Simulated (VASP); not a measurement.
# NbRu3 (P4/mmm) in VASP: notebook, part 2 of 2

VASP 6.6.1. Earlier steps stand in the parts before.

### 3 Electric field gradients, LDA (equal xx and yy strain of +2 %)

The input, INCAR:

```
SYSTEM = NbRu3
PREC = Accurate
ENCUT = 520
EDIFF = 1E-8
ISMEAR = -1
SIGMA = 0.05
LREAL = .False.
LASPH = .True.
NELM = 80
ALGO = Normal
ISIF = 2
LWAVE = .False.
LCHARG = .False.
LEFG = .True.
NBANDS = 36
```

The input, KPOINTS:

```
Automatic mesh
0
Gamma
  9 9 9
  0 0 0
```

The input, POSCAR:

```
NbRu3
1.0
    3.9576000000      0.0000000000      0.0000000000
    0.0000000000      3.9576000000      0.0000000000
    0.0000000000      0.0000000000      3.8800000000
Nb Ru
1 3
Direct
    0.0000000000      0.0000000000      0.0000000000
    0.0000000000      0.5000000000      0.5000000000
    0.5000000000      0.0000000000      0.5000000000
    0.5000000000      0.5000000000      0.0000000000
```

Potentials or basis: VASP PAW LDA potentials, release 64 (Nb_sv, Ru_pv).

Command:

```
$ cat potpaw_LDA.64/Nb_sv/POTCAR potpaw_LDA.64/Ru_pv/POTCAR > POTCAR
$ mpirun -np 1 vasp_std > vasp.out
```

OUTCAR:

```text
SYSTEM = NbRu3
   PREC = Accurate
   ENCUT = 520
   EDIFF = 1E-8
   ISMEAR = -1
   LREAL = .False.
   LASPH = .True.
   NELM = 80
   ISIF = 2

 ion  position               nearest neighbor table
   1  0.000  0.000  0.000-   2 2.77   3 2.77   2 2.77   3 2.77   2 2.77   2 2.77   3 2.77   3 2.77
                             4 2.80   4 2.80   4 2.80   4 2.80
   2  0.000  0.500  0.500-   1 2.77   4 2.77   1 2.77   4 2.77   1 2.77   1 2.77   4 2.77   4 2.77
                             3 2.80   3 2.80   3 2.80   3 2.80
   3  0.500  0.000  0.500-   1 2.77   4 2.77   1 2.77   4 2.77   4 2.77   4 2.77   1 2.77   1 2.77
                             2 2.80   2 2.80   2 2.80   2 2.80
   4  0.500  0.500  0.000-   2 2.77   3 2.77   2 2.77   3 2.77   3 2.77   3 2.77   2 2.77   2 2.77
                             1 2.80   1 2.80   1 2.80   1 2.80

  LATTYP: Found a simple tetragonal cell.
 ALAT       =     3.9576000000
 C/A-ratio  =     0.9803921569

  Lattice vectors:

 A1 = (   3.9576000000,   0.0000000000,   0.0000000000)
 A2 = (   0.0000000000,   3.9576000000,   0.0000000000)
 A3 = (   0.0000000000,   0.0000000000,   3.8800000000)

[... 1145 lines left out ...]
      0.00000      1.97880      1.94000         0.000000      0.000000      0.000000
      1.97880      0.00000      1.94000         0.000000      0.000000      0.000000
      1.97880      1.97880      0.00000         0.000000      0.000000      0.000000
 -----------------------------------------------------------------------------------
    total drift:                                0.000000      0.000000     -0.000000

  FREE ENERGIE OF THE ION-ELECTRON SYSTEM (eV)
  ---------------------------------------------------
  free  energy   TOTEN  =       -43.5277609941 eV

  energy  without entropy=      -43.4826289845  energy(sigma->0) =      -43.50519499

 Electric field gradients (V/A^2)
---------------------------------------------------------------------
 ion       V_xx      V_yy      V_zz      V_xy      V_xz      V_yz
---------------------------------------------------------------------
   1      -0.582    -0.582     1.164    -0.000     0.000     0.000
   2     -11.104     1.539     9.565     0.000     0.000    -0.000
   3       1.539   -11.104     9.565    -0.000    -0.000    -0.000
   4      -0.504    -0.504     1.008    -0.000    -0.000    -0.000
---------------------------------------------------------------------

 Electric field gradients after diagonalization (V/A^2)
 (convention: |V_zz| > |V_xx| > |V_yy|)
----------------------------------------------------------------------
 ion       V_xx      V_yy      V_zz     asymmetry (V_yy - V_xx)/ V_zz
----------------------------------------------------------------------
   1      -0.582    -0.582     1.164       0.000
   2       9.565     1.539   -11.104       0.723
   3       9.565     1.539   -11.104       0.723
   4      -0.504    -0.504     1.008       0.000
----------------------------------------------------------------------

           NMR quadrupolar parameters

 Cq : quadrupolar parameter    Cq=e*Q*V_zz/h
 eta: asymmetry parameters     (V_yy - V_xx)/ V_zz
 Q  : nuclear electric quadrupole moment in mb (millibarn)
----------------------------------------------------------------------
 ion       Cq(MHz)       eta       Q (mb)
----------------------------------------------------------------------
   1       0.003       0.000       1.000
   2      -0.027       0.723       1.000
   3      -0.027       0.723       1.000
   4       0.002       0.000       1.000
----------------------------------------------------------------------
```

OSZICAR:

```text
N       E                     dE             d eps       ncg     rms          rms(c)
DAV:   1     0.683954696199E+03    0.68395E+03   -0.32194E+04  5400   0.165E+03
DAV:   2    -0.184811572947E+02   -0.70244E+03   -0.68673E+03  6124   0.583E+02
DAV:   3    -0.447872666880E+02   -0.26306E+02   -0.25147E+02  8088   0.110E+02
DAV:   4    -0.462186243741E+02   -0.14314E+01   -0.14180E+01  7972   0.203E+01
DAV:   5    -0.462620223677E+02   -0.43398E-01   -0.43362E-01  8028   0.344E+00    0.194E+01
DAV:   6    -0.438327795734E+02    0.24292E+01   -0.71381E+00  6328   0.185E+01    0.475E+00
DAV:   7    -0.438419324975E+02   -0.91529E-02   -0.29989E+00 10140   0.111E+01    0.496E+00
DAV:   8    -0.435593336023E+02    0.28260E+00   -0.13873E+00  7200   0.752E+00    0.210E+00
DAV:   9    -0.435325213210E+02    0.26812E-01   -0.16655E-01  6240   0.307E+00    0.118E+00
DAV:  10    -0.435280070231E+02    0.45143E-02   -0.23247E-02  6248   0.131E+00    0.167E-01
DAV:  11    -0.435277355214E+02    0.27150E-03   -0.27534E-03  9088   0.330E-01    0.476E-02
DAV:  12    -0.435277588040E+02   -0.23283E-04   -0.17485E-04  6436   0.758E-02    0.220E-02
DAV:  13    -0.435277607169E+02   -0.19129E-05   -0.31668E-05 10036   0.466E-02    0.119E-02
DAV:  14    -0.435277610362E+02   -0.31921E-06   -0.16956E-06  7152   0.976E-03    0.389E-03
DAV:  15    -0.435277609984E+02    0.37786E-07   -0.33103E-07  8132   0.331E-03    0.161E-03
DAV:  16    -0.435277609941E+02    0.43083E-08   -0.30263E-08  5712   0.140E-03
   1 F= -.43527761E+02 E0= -.43505195E+02  d E =-.451320E-01
```

stdout:

```text
POSCAR found type information on POSCAR NbRu
 POSCAR found :  2 types and       4 ions
 scaLAPACK will be used
 LDA part: xc-table for (Slater(with rela. corr.)+CA(PZ))
 , standard interpolation
 POSCAR, INCAR and KPOINTS ok, starting setup
 FFT: planning ... GRIDC
 FFT: planning ... GRID_SOFT
 FFT: planning ... GRID
 WAVECAR not read
 entering main loop
ion   1

ion   2

ion   3

ion   4
```

Run time: 73 s. Hardware: 1 thread of Intel Xeon 6975P-C (Granite Rapids), shared host; peak memory 0.24 GiB.

What came out:

```yaml
Free_energy: -43.5278 eV
Pressure: -20.3 GPa
Band_gap_on_the_k_mesh: zero (an odd number of electrons rules out a gap without spin polarisation)
Largest_electric_field_gradient_by_atom: Nb +1.2; Ru -11.1, +1.0 (each value once) V/Å²
```

Electric field gradients, principal values (V/Å²):
```csv
atom,least,middle,greatest (by size)
1 Nb,-0.582,-0.582,1.164
2 Ru,1.539,9.565,-11.104
3 Ru,1.539,9.565,-11.104
4 Ru,-0.504,-0.504,1.008
```

Caveat: the cell differs from its parent crystal (equal xx and yy strain of +2 %); the cell stands under tension; without QUAD_EFG the Cq values of the log hold for a quadrupole moment of 1 mb, not for the nuclei.

### 4 Electric field gradients, LDA (equal xx and yy strain of +2 %)

The input, INCAR:

```
PREC     = Accurate       # precision mode
ENCUT    = 520            # plane-wave cutoff, eV
EDIFF    = 1E-8           # SCF threshold, eV
ISMEAR   = -1             # smearing method
SIGMA    = 0.05           # smearing width, eV
LREAL    = False          # projectors in reciprocal space
LASPH    = True           # aspherical terms in the spheres
NELM     = 80             # most SCF steps
ALGO     = Normal         # electronic algorithm
ISIF     = 2              # what is computed and relaxed
LWAVE    = False          # write WAVECAR
LCHARG   = False          # write CHGCAR
GGA      = CA             # functional
LEFG     = True         
NBANDS   = 36             # bands
```

The input, KPOINTS:

```
Automatic mesh
0
Gamma
  9 9 9
```

POSCAR is that of step 3.

Potentials or basis: VASP PAW LDA potentials, release 64 (Nb_sv, Ru_pv).

Command:

```
$ cat potpaw_LDA.64/Nb_sv/POTCAR potpaw_LDA.64/Ru_pv/POTCAR > POTCAR
$ mpirun -np 1 vasp_std > vasp.out
```

OUTCAR:

```text
PREC = Accurate
   ENCUT = 520
   EDIFF = 1E-8
   ISMEAR = -1
   LREAL = False
   LASPH = True
   NELM = 80
   ISIF = 2
   GGA = CA

 ion  position               nearest neighbor table
   1  0.000  0.000  0.000-   2 2.77   3 2.77   2 2.77   3 2.77   2 2.77   2 2.77   3 2.77   3 2.77
                             4 2.80   4 2.80   4 2.80   4 2.80
   2  0.000  0.500  0.500-   1 2.77   4 2.77   1 2.77   4 2.77   1 2.77   1 2.77   4 2.77   4 2.77
                             3 2.80   3 2.80   3 2.80   3 2.80
   3  0.500  0.000  0.500-   1 2.77   4 2.77   1 2.77   4 2.77   4 2.77   4 2.77   1 2.77   1 2.77
                             2 2.80   2 2.80   2 2.80   2 2.80
   4  0.500  0.500  0.000-   2 2.77   3 2.77   2 2.77   3 2.77   3 2.77   3 2.77   2 2.77   2 2.77
                             1 2.80   1 2.80   1 2.80   1 2.80

  LATTYP: Found a simple tetragonal cell.
 ALAT       =     3.9576000000
 C/A-ratio  =     0.9803921569

  Lattice vectors:

 A1 = (   3.9576000000,   0.0000000000,   0.0000000000)
 A2 = (   0.0000000000,   3.9576000000,   0.0000000000)
 A3 = (   0.0000000000,   0.0000000000,   3.8800000000)

Analysis of symmetry for initial positions (statically):
=====================================================================
 Subroutine PRICEL returns:
 Original cell was already a primitive cell.

 Routine SETGRP: Setting up the symmetry group for a
 simple tetragonal supercell.

 Subroutine GETGRP returns: Found 16 space group operations
 (whereof 16 operations were pure point group operations)
 out of a pool of 16 trial point group operations.

The static configuration has the point symmetry D_4h.

Analysis of symmetry for dynamics (positions and initial velocities):
=====================================================================
 Subroutine PRICEL returns:
 Original cell was already a primitive cell.

[... 1109 lines left out ...]
  -------------------------------------------------------------------------------------
  Total       -8.0449386     -8.0449386     -7.0054700      0.0000000     -0.0000000      0.0000000
  in kB     -212.0985976   -212.0985976   -184.6938085      0.0000000     -0.0000000      0.0000000
  external PRESSURE =    -202.9636679 kB  Pullay stress =       0.0000000 kB

 VOLUME and BASIS-vectors are now :
 -----------------------------------------------------------------------------
  energy-cutoff  :      520.00
  volume of cell :       60.77
      direct lattice vectors                 reciprocal lattice vectors
     3.957600000  0.000000000  0.000000000     0.252678391  0.000000000  0.000000000
     0.000000000  3.957600000  0.000000000     0.000000000  0.252678391  0.000000000
     0.000000000  0.000000000  3.880000000     0.000000000  0.000000000  0.257731959

 POSITION                                       TOTAL-FORCE (eV/Angst)
 -----------------------------------------------------------------------------------
      0.00000      0.00000      0.00000         0.000000      0.000000      0.000000
      0.00000      1.97880      1.94000         0.000000      0.000000      0.000000
      1.97880      0.00000      1.94000         0.000000      0.000000      0.000000
      1.97880      1.97880      0.00000         0.000000      0.000000      0.000000
 -----------------------------------------------------------------------------------
    total drift:                                0.000000      0.000000     -0.000000

  FREE ENERGIE OF THE ION-ELECTRON SYSTEM (eV)
  ---------------------------------------------------
  free  energy   TOTEN  =       -43.5277609941 eV

  energy  without entropy=      -43.4826289845  energy(sigma->0) =      -43.50519499

 Electric field gradients (V/A^2)
---------------------------------------------------------------------
 ion       V_xx      V_yy      V_zz      V_xy      V_xz      V_yz
---------------------------------------------------------------------
   1      -0.582    -0.582     1.164    -0.000     0.000     0.000
   2     -11.104     1.539     9.565     0.000     0.000    -0.000
   3       1.539   -11.104     9.565    -0.000    -0.000    -0.000
   4      -0.504    -0.504     1.008    -0.000    -0.000    -0.000
---------------------------------------------------------------------

 Electric field gradients after diagonalization (V/A^2)
 (convention: |V_zz| > |V_xx| > |V_yy|)
----------------------------------------------------------------------
 ion       V_xx      V_yy      V_zz     asymmetry (V_yy - V_xx)/ V_zz
----------------------------------------------------------------------
   1      -0.582    -0.582     1.164       0.000
   2       9.565     1.539   -11.104       0.723
   3       9.565     1.539   -11.104       0.723
   4      -0.504    -0.504     1.008       0.000
----------------------------------------------------------------------

           NMR quadrupolar parameters

 Cq : quadrupolar parameter    Cq=e*Q*V_zz/h
 eta: asymmetry parameters     (V_yy - V_xx)/ V_zz
 Q  : nuclear electric quadrupole moment in mb (millibarn)
----------------------------------------------------------------------
 ion       Cq(MHz)       eta       Q (mb)
----------------------------------------------------------------------
   1       0.003       0.000       1.000
   2      -0.027       0.723       1.000
   3      -0.027       0.723       1.000
   4       0.002       0.000       1.000
----------------------------------------------------------------------
```

OSZICAR:

```text
N       E                     dE             d eps       ncg     rms          rms(c)
DAV:   1     0.683954696199E+03    0.68395E+03   -0.32194E+04  5400   0.165E+03
DAV:   2    -0.184811572947E+02   -0.70244E+03   -0.68673E+03  6124   0.583E+02
DAV:   3    -0.447872666880E+02   -0.26306E+02   -0.25147E+02  8088   0.110E+02
DAV:   4    -0.462186243741E+02   -0.14314E+01   -0.14180E+01  7972   0.203E+01
DAV:   5    -0.462620223677E+02   -0.43398E-01   -0.43362E-01  8028   0.344E+00    0.194E+01
DAV:   6    -0.438327795734E+02    0.24292E+01   -0.71381E+00  6328   0.185E+01    0.475E+00
DAV:   7    -0.438419324975E+02   -0.91529E-02   -0.29989E+00 10140   0.111E+01    0.496E+00
DAV:   8    -0.435593336023E+02    0.28260E+00   -0.13873E+00  7200   0.752E+00    0.210E+00
DAV:   9    -0.435325213210E+02    0.26812E-01   -0.16655E-01  6240   0.307E+00    0.118E+00
DAV:  10    -0.435280070231E+02    0.45143E-02   -0.23247E-02  6248   0.131E+00    0.167E-01
DAV:  11    -0.435277355214E+02    0.27150E-03   -0.27534E-03  9088   0.330E-01    0.476E-02
DAV:  12    -0.435277588040E+02   -0.23283E-04   -0.17485E-04  6436   0.758E-02    0.220E-02
DAV:  13    -0.435277607169E+02   -0.19129E-05   -0.31668E-05 10036   0.466E-02    0.119E-02
DAV:  14    -0.435277610362E+02   -0.31921E-06   -0.16956E-06  7152   0.976E-03    0.389E-03
DAV:  15    -0.435277609984E+02    0.37786E-07   -0.33103E-07  8132   0.331E-03    0.161E-03
DAV:  16    -0.435277609941E+02    0.43083E-08   -0.30263E-08  5712   0.140E-03
   1 F= -.43527761E+02 E0= -.43505195E+02  d E =-.451320E-01
```

It took 77 s on 1 thread of Intel Xeon 6975P-C (Granite Rapids), shared host; peak memory 0.24 GiB.

What came out:

* Free energy: -43.5278 eV
* Pressure: -20.3 GPa
* Band gap on the k mesh: zero (an odd number of electrons rules out a gap without spin polarisation)
* Largest electric field gradient by atom: Nb +1.2; Ru -11.1, +1.0 (each value once) V/Å²

Stress tensor (GPa, compression positive):
```
-21.21   0.00   0.00
  0.00 -21.21   0.00
  0.00   0.00 -18.47
```

Electric field gradients, principal values (V/Å²):
| atom | least | middle | greatest (by size) |
| --- | --- | --- | --- |
| 1 Nb | -0.582 | -0.582 | 1.164 |
| 2 Ru | 1.539 | 9.565 | -11.104 |
| 3 Ru | 1.539 | 9.565 | -11.104 |
| 4 Ru | -0.504 | -0.504 | 1.008 |

Caveat: the cell differs from its parent crystal (equal xx and yy strain of +2 %); the cell stands under tension; without QUAD_EFG the Cq values of the log hold for a quadrupole moment of 1 mb, not for the nuclei.
